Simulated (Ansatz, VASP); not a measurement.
# MgS in VASP and in Ansatz

```
CELL_PARAMETERS angstrom
0.00000 2.56692 2.56692
2.56692 0.00000 2.56692
2.56692 2.56692 0.00000
ATOMIC_POSITIONS crystal
Mg 0.00000 0.00000 0.00000
S 0.50000 0.50000 0.50000
```

Change from the starting cell: hydrostatic strain -1.3%.

Alike in both runs: task single point; functional PBE; k mesh 8 × 8 × 8; occupations fermi-dirac, width 0.02 eV; no spin polarisation.

```csv
,VASP,Ansatz
version,VASP 6.6.1,Ansatz 0.2.0
potentials or method,"VASP PAW PBE potentials, release 64 (Mg, S)","plane waves, PAW"
plane-wave cutoff (eV),520,420
valence electrons in the cell,8,16
```

VASP gave:

| Item | Value |
| --- | --- |
| gap on the k mesh at the Fermi level (eV) | 2.86 |
| pressure (GPa) | 4.3 |

**Question.** Estimate Ansatz's values.

**Answer.** gap on the k mesh at the Fermi level (eV): 2.87; pressure (GPa): 4.6.

With one functional, cell and mesh, what is left measures potentials, basis and numerics. VASP's potentials hold 8 valence electrons a cell and Ansatz's 16, so a difference there can come from the potentials and not from the codes.
